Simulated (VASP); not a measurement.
Here is a VASP 6.6.1 calculation.

File INCAR:

```
SYSTEM = Sb3S2
PREC = Accurate ; ENCUT = 520
EDIFF = 1E-6 ; ISMEAR = 0
SIGMA = 0.1 ; LREAL = .False.
LASPH = .True. ; NELM = 100
ALGO = Normal ; ISIF = 2
LWAVE = .False. ; LCHARG = .False.
GGA = PE ; NBANDS = 22
```

The input KPOINTS:

```
regular mesh
0
Gamma
  4 4 4
  0 0 0
```

The input POSCAR:

```
Sb3S2
1.0
    5.2257607628      0.0000000000      0.0000000000
    0.0000000000      5.2257607628      0.0000000000
    0.0000000000      0.0000000000      5.2257607628
Sb S
3 2
Direct
    0.5000000000      0.0000000000      0.0000000000
    0.0000000000      0.5000000000      0.0000000000
    0.0000000000      0.0000000000      0.5000000000
    0.5000000000      0.5000000000      0.5000000000
    0.0000000000      0.0000000000      0.0000000000
```

Potentials or basis: VASP PAW PBE potentials, release 64 (Sb, S).

Run with:

```bash
$ cat potpaw_PBE.64/Sb/POTCAR potpaw_PBE.64/S/POTCAR > POTCAR
$ mpirun -np 1 vasp_std > vasp.out
```

Q: What does it give for the pressure?

A: -0.1 GPa.

Q: What does it give for the band gap on the k mesh?

A: Zero (an odd number of electrons rules out a gap without spin polarisation).

Caveat: spin-orbit coupling is left out, which moves the levels of the heavy elements.
